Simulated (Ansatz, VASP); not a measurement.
# One calculation of Ta2Si, two programs

File INCAR:

```
PREC = Accurate ; ENCUT = 520
EDIFF = 1E-6 ; ISMEAR = 0
SIGMA = 0.15 ; LREAL = F
LASPH = T ; NELM = 80
ALGO = Fast ; ISIF = 2
LWAVE = F ; LCHARG = T
GGA = PS ; LELF = T
LVHAR = T ; NBANDS = 35
```

KPOINTS

```
regular mesh
0
Gamma
  12 12 12
```

The input POSCAR:

```
Ta2Si
1.0
   -2.9456416507      2.9456416507      2.4191033869
    2.9456416507     -2.9456416507      2.4191033869
    2.9456416507      2.9456416507     -2.4191033869
Ta Si
4 2
Direct
    0.6630661939      0.8369338061      0.5000000000
    0.8369338061      0.3369338061      0.1738676123
    0.3369338061      0.1630661939      0.5000000000
    0.1630661939      0.6630661939      0.8261323878
    0.2500000000      0.2500000000      0.0000000000
    0.7500000000      0.7500000000      0.0000000000
```

Input for Ansatz:

```yaml
crystal:
  lattice:
    - [-2.9456416507, 2.9456416507, 2.4191033869]
    - [2.9456416507, -2.9456416507, 2.4191033869]
    - [2.9456416507, 2.9456416507, -2.4191033869]
  atoms:
    - { symbol: Ta, position: [0.6630661939, 0.8369338061, 0.5] }
    - { symbol: Ta, position: [0.8369338061, 0.3369338061, 0.1738676123] }
    - { symbol: Ta, position: [0.3369338061, 0.1630661939, 0.5] }
    - { symbol: Ta, position: [0.1630661939, 0.6630661939, 0.8261323878] }
    - { symbol: Si, position: [0.25, 0.25, 0.0] }
    - { symbol: Si, position: [0.75, 0.75, 0.0] }
basis:
  ecutwfc: 420
kpoints:
  mp_grid: { grid: [12, 12, 12] }
hamiltonian:
  xc: pbesol
scf:
  occupations: { method: gaussian, width: 0.15 }
output:
  forces: true
  stress: true
  eigenvalues: true
  write_density: true
  write_potential: true
  elf: true
  volumetric_format: npy
```

Change from the starting cell: strain -0.040 along x and y, -0.040 along z, atoms carried along.

Alike in both runs: task single point; functional PBEsol; k mesh 12 × 12 × 12; occupations gaussian, width 0.15 eV; no spin polarisation.

```csv
,VASP,Ansatz
version,VASP 6.6.1,Ansatz 0.2.0
potentials or method,"VASP PAW PBE potentials, release 64 (Ta_pv, Si), cutoff 520 eV","scalar-relativistic, plane waves, PAW"
valence electrons in the cell,52,60
```

|  | VASP | Ansatz | Ansatz less VASP |
| --- | --- | --- | --- |
| gap on the k mesh at the Fermi level (eV) | none | none | - |
| pressure (GPa) | 36.4 | 35.8 | -0.61 |
| traceless stress, the component that is largest in VASP (GPa) | -0.39 | -0.32 | +0.067 |
| rms of the force components (eV/Å) | 0.168 | 0.162 | -0.0052 |

VASP's potentials were made for PBE, not for PBEsol. Atom by atom the forces differ by 0.005 eV/Å (rms over components). A gap of «none» marks a metal or a gap that the smearing closes. Both programs put the cell under a high pressure, so it lies far from rest at this level. VASP's potentials hold 52 valence electrons a cell and Ansatz's 60, so a difference there can come from the potentials and not from the codes.

Spin-orbit coupling is off throughout.
